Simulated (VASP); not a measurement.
# HfB2 (P6/mmm) in VASP: a series of runs, part 2 of 2

VASP 6.6.1.

**4. Electric field gradients, PBEsol (10.30 Å³/atom)**

This run uses another cell than the first one, of 10.30 Å³/atom.

Contents of INCAR:

```
PREC     = Accurate       # precision mode
ENCUT    = 520            # plane-wave cutoff, eV
EDIFF    = 1E-8           # SCF threshold, eV
ISMEAR   = -1             # smearing method
SIGMA    = 0.05           # smearing width, eV
LREAL    = False          # projectors in reciprocal space
LASPH    = True           # aspherical terms in the spheres
NELM     = 100            # most SCF steps
ALGO     = Normal         # electronic algorithm
ISIF     = 2              # what is computed and relaxed
LWAVE    = False          # write WAVECAR
LCHARG   = False          # write CHGCAR
GGA      = PS             # functional
LEFG     = True         
NBANDS   = 15             # bands
```

Contents of KPOINTS:

```
regular mesh
0
Gamma
  13 13 11
```

Contents of POSCAR:

```
HfB2
1.0
    3.1813206298      0.0000000000      0.0000000000
   -1.5906603150      2.7551044830      0.0000000000
    0.0000000000      0.0000000000      3.5257947253
Hf B
1 2
Direct
    0.0000000000      0.0000000000      0.0000000000
    0.3333333333      0.6666666667      0.5000000000
    0.6666666667      0.3333333333      0.5000000000
```

Potentials or basis: VASP PAW PBE potentials, release 64 (Hf_pv, B).

The run is started by

```
> cat potpaw_PBE.64/Hf_pv/POTCAR potpaw_PBE.64/B/POTCAR > POTCAR
> mpirun -np 1 vasp_std > vasp.out
```

OUTCAR:

```text
PREC = Accurate
   ENCUT = 520
   EDIFF = 1E-8
   ISMEAR = -1
   LREAL = False
   LASPH = True
   NELM = 100
   ISIF = 2
   GGA = PS

 ion  position               nearest neighbor table
   1  0.000  0.000  0.000-   2 2.55   3 2.55   2 2.55   3 2.55   3 2.55   3 2.55   2 2.55   2 2.55
                             3 2.55   3 2.55   2 2.55   2 2.55
   2  0.333  0.667  0.500-   3 1.84   3 1.84   3 1.84   1 2.55   1 2.55   1 2.55   1 2.55   1 2.55
                             1 2.55
   3  0.667  0.333  0.500-   2 1.84   2 1.84   2 1.84   1 2.55   1 2.55   1 2.55   1 2.55   1 2.55
                             1 2.55

  LATTYP: Found a hexagonal cell.
 ALAT       =     3.1813206298
 C/A-ratio  =     1.1082802193

  Lattice vectors:

 A1 = (   3.1813206298,   0.0000000000,   0.0000000000)
 A2 = (  -1.5906603150,   2.7551044830,   0.0000000000)
 A3 = (   0.0000000000,   0.0000000000,   3.5257947253)

Analysis of symmetry for initial positions (statically):
=====================================================================
 Subroutine PRICEL returns:
 Original cell was already a primitive cell.

 Routine SETGRP: Setting up the symmetry group for a
 hexagonal supercell.

 Subroutine GETGRP returns: Found 24 space group operations
 (whereof 24 operations were pure point group operations)
 out of a pool of 24 trial point group operations.

The static configuration has the point symmetry D_6h.

Analysis of symmetry for dynamics (positions and initial velocities):
=====================================================================
 Subroutine PRICEL returns:
 Original cell was already a primitive cell.

 Routine SETGRP: Setting up the symmetry group for a
 hexagonal supercell.

 Subroutine GETGRP returns: Found 24 space group operations
 (whereof 24 operations were pure point group operations)
 out of a pool of 24 trial point group operations.

The dynamic configuration has the point symmetry D_6h.

 Subroutine INISYM returns: Found 24 space group operations
 (whereof 24 operations are pure point group operations),
 and found     1 'primitive' translations

----------------------------------------------------------------------------------------

                                     Primitive cell

  volume of cell :      30.9031

  direct lattice vectors                    reciprocal lattice vectors
     3.181320630  0.000000000  0.000000000     0.314334868  0.181481321  0.000000000
    -1.590660315  2.755104483  0.000000000     0.000000000  0.362962641  0.000000000
     0.000000000  0.000000000  3.525794725     0.000000000  0.000000000  0.283623999

  length of vectors
     3.181320630  3.181320630  3.525794725     0.362962641  0.362962641  0.283623999

  position of ions in fractional coordinates (direct lattice)
     0.000000000  0.000000000  0.000000000
     0.333333333  0.666666667  0.500000000
     0.666666667  0.333333333  0.500000000

  ion indices of the primitive-cell ions
   primitive index   ion index
                 1           1
                 2           2
                 3           3

----------------------------------------------------------------------------------------

 KPOINTS: regular mesh
[... 89 lines left out ...]
  volume/ion in A,a.u.               =      10.30        69.51
  Fermi-wavevector in a.u.,A,eV,Ry     =   1.314561  2.484160 23.511818  1.728070
  Thomas-Fermi vector in A             =   2.444805
   LORBIT       =      0    0 simple, 1 ext, 2 COOP (PROOUT), +10 PAW based schemes
   GGA     = PS    functional components
   LHFCALC =     F    Hartree Fock is set to
   AEXX    =    0.0000 exact exchange contribution
   IVDW    =     0    specifies the selected vdW correction
   LEPSILON=     F    determine dielectric tensor
   LRPA    =     F    only Hartree local field effects (RPA)
 non-spin polarized calculation
  energy-cutoff  :      520.00
  volume of cell :       30.90
 maximum number of plane-waves:       848
 NGX is ok and might be reduce to    24
   NGX = 11   NGY = 11   NGZ = 13

 number of electron      16.0000000 magnetization

 Free energy of the ion-electron system (eV)
  ---------------------------------------------------
  ext. energy  EPLUGINS =         0.00000000
  ---------------------------------------------------
  free energy    TOTEN  =       -27.79244047 eV

  energy without entropy =      -27.79069763  energy(sigma->0) =      -27.79156905

 E-fermi :   7.3135     XC(G=0): -12.4991

 val. band max:        7.2532982171   @ k =   0.0769   0.0000   0.2727
 cond. band min:       7.3570978491   @ k =   0.3077   0.1538   0.0000
 fundamental gap:      0.1037996321
 Fermi energy:         7.3135060425

 k-point     1 :       0.0000    0.0000    0.0000
  band No.  band energies     occupation
      1     -23.4554      2.00000
      2     -22.9965      2.00000
      3     -22.9965      2.00000
      4      -6.2531      2.00000
      5       4.3018      2.00000
      6       4.4395      2.00000
      7       4.4395      2.00000
      8       4.4894      2.00000
      9      11.0449      0.00000
     10      11.0449      0.00000
     11      11.7011      0.00000
     12      11.7011      0.00000
     13      12.0173      0.00000
     14      12.0794      0.00000
[... 401 lines left out ...]
      2     -23.1463      2.00000
      3     -23.0291      2.00000
      4      -5.6564      2.00000
      5       3.1607      2.00000
      6       3.4511      2.00000
      7       4.4031      2.00000
      8       5.3765      2.00000
      9       9.3956      0.00000
     10       9.8204      0.00000
     11      11.6187      0.00000
     12      11.7624      0.00000
     13      12.5673      0.00000
     14      13.8382      0.00000
     15      14.3104      0.00000

 [... further k-points ...]
[... 5 lines left out ...]
  --------------------------------------------------------------------------------------
  -------------------------------------------------------------------------------------
  Total       -2.6023307     -2.6023307     -2.6000988      0.0000000      0.0000000      0.0000000
  in kB     -134.9181988   -134.9181988   -134.8024850      0.0000000      0.0000000      0.0000000
  external PRESSURE =    -134.8796275 kB  Pullay stress =       0.0000000 kB

 VOLUME and BASIS-vectors are now :
 -----------------------------------------------------------------------------
  energy-cutoff  :      520.00
  volume of cell :       30.90
      direct lattice vectors                 reciprocal lattice vectors
     3.181320630  0.000000000  0.000000000     0.314334868  0.181481321  0.000000000
    -1.590660315  2.755104483  0.000000000     0.000000000  0.362962641  0.000000000
     0.000000000  0.000000000  3.525794725     0.000000000  0.000000000  0.283623999

 POSITION                                       TOTAL-FORCE (eV/Angst)
 -----------------------------------------------------------------------------------
      0.00000      0.00000      0.00000        -0.000000      0.000000     -0.000000
     -0.00000      1.83674      1.76290         0.000000     -0.000000     -0.000000
      1.59066      0.91837      1.76290        -0.000000      0.000000      0.000000
 -----------------------------------------------------------------------------------
    total drift:                               -0.000000      0.000000      0.000000

  FREE ENERGIE OF THE ION-ELECTRON SYSTEM (eV)
  ---------------------------------------------------
  free  energy   TOTEN  =       -27.7924404733 eV

  energy  without entropy=      -27.7906976279  energy(sigma->0) =      -27.79156905

 Electric field gradients (V/A^2)
---------------------------------------------------------------------
 ion       V_xx      V_yy      V_zz      V_xy      V_xz      V_yz
---------------------------------------------------------------------
   1     -39.192   -39.191    78.383     0.000    -0.000    -0.000
   2      -0.834    -0.834     1.668    -0.000     0.000     0.000
   3      -0.834    -0.834     1.668    -0.000     0.000     0.000
---------------------------------------------------------------------

 Electric field gradients after diagonalization (V/A^2)
 (convention: |V_zz| > |V_xx| > |V_yy|)
----------------------------------------------------------------------
 ion       V_xx      V_yy      V_zz     asymmetry (V_yy - V_xx)/ V_zz
----------------------------------------------------------------------
   1     -39.192   -39.191    78.383       0.000
   2      -0.834    -0.834     1.668       0.000
   3      -0.834    -0.834     1.668       0.000
----------------------------------------------------------------------

           NMR quadrupolar parameters

 Cq : quadrupolar parameter    Cq=e*Q*V_zz/h
 eta: asymmetry parameters     (V_yy - V_xx)/ V_zz
 Q  : nuclear electric quadrupole moment in mb (millibarn)
----------------------------------------------------------------------
 ion       Cq(MHz)       eta       Q (mb)
----------------------------------------------------------------------
   1       0.190       0.000       1.000
   2       0.004       0.000       1.000
   3       0.004       0.000       1.000
----------------------------------------------------------------------
```

Wall time 84 s (1 thread of Intel Xeon 8259CL, shared host); peak memory 0.19 GiB.

What came out:

- Free energy: -27.7924 eV
- Pressure: -13.5 GPa
- Band gap on the k mesh: zero (bands 8 and 9 overlap by 0.97 eV)
- Largest electric field gradient by atom: Hf +78.4; B +1.7 V/Å²

Levels at points of the mesh, in eV from the Fermi level:
```tsv
k point	band 4	band 5	band 6	band 7	band 8	band 9	band 10	band 11	band 12	band 13
(0.00, 0.00, 0.00)	-13.57	-3.01	-2.87	-2.87	-2.82	3.73	3.73	4.39	4.39	4.70
```

Electric field gradients, principal values (V/Å²):
```
atom    least   middle  greatest (by size)
1 Hf  -39.191  -39.192              78.383
 2 B   -0.834   -0.834               1.668
 3 B   -0.834   -0.834               1.668
```

Caveat: the cell stands under tension; without QUAD_EFG the Cq values of the log hold for a quadrupole moment of 1 mb, not for the nuclei; the PAW data sets were made with another functional, which shifts forces and pressure a little; spin-orbit coupling is left out, which moves the levels of the heavy elements.
